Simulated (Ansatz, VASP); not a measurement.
## MoS2: VASP beside Ansatz

```
Mo S
1.0
     3.22747    0.00000    0.00000
    -1.61373    2.79507    0.00000
     0.00000    0.00000    6.31247
Mo S
1 2
Direct
  0.00000 0.00000 0.50000
  0.33333 0.66667 0.25532
  0.66667 0.33333 0.74468
```

Alike in both runs: task single point; functional PBEsol; k mesh 11 × 11 × 5; occupations gaussian, width 0.025 eV; no spin polarisation.

|  | VASP | Ansatz |
| --- | --- | --- |
| version | VASP 6.6.1 | Ansatz 0.2.0 |
| potentials or method | VASP PAW PBE potentials, release 64 (Mo_sv, S), cutoff 520 eV | plane waves, PAW |
| valence electrons in the cell | 26 | 26 |

|  | VASP | Ansatz | Ansatz less VASP |
| --- | --- | --- | --- |
| pressure (GPa) | -3.4 | -3.4 | -0.01 |
| traceless stress, the component that is largest in VASP (GPa) | 2.62 | 2.60 | -0.016 |
| rms of the force components (eV/Å) | 0.018 | 0.015 | -0.0027 |

VASP's potentials were made for PBE, not for PBEsol. Atom by atom the forces differ by 0.003 eV/Å (rms over components).
